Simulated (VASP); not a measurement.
Here is a VASP 6.6.1 calculation.

The input INCAR:

```
ALGO = Normal
EDIFF = 1E-6
ENCUT = 520
GGA = CA
ISIF = 2
ISMEAR = -1
LASPH = True
LCHARG = False
LREAL = False
LWAVE = False
NBANDS = 18
NELM = 100
PREC = Accurate
SIGMA = 0.08
```

Contents of KPOINTS:

```
k-points
0
Gamma
  12 12 12
```

POSCAR

```
HfO2
1.0
    0.0000000000      2.3211590220      2.3211590220
    2.3211590220      0.0000000000      2.3211590220
    2.3211590220      2.3211590220      0.0000000000
Hf O
1 2
Direct
    0.0000000000      0.0000000000      0.0000000000
    0.2500000000      0.2500000000      0.2500000000
    0.7500000000      0.7500000000      0.7500000000
```

Potentials or basis: VASP PAW LDA potentials, release 64 (Hf_pv, O).

The run is started by

```bash
$ cat potpaw_LDA.64/Hf_pv/POTCAR potpaw_LDA.64/O/POTCAR > POTCAR
$ mpirun -np 1 vasp_std > vasp.out
```

**Question.** Estimate the pressure.

**Answer.** 96.1 GPa.

**Question.** Estimate the band gap on the k mesh.

**Answer.** 4.18 eV (least direct gap 4.29 eV).

Caveat: the cell stands under pressure; spin-orbit coupling is left out, which moves the levels of the heavy elements. A k mesh can miss the band edges.
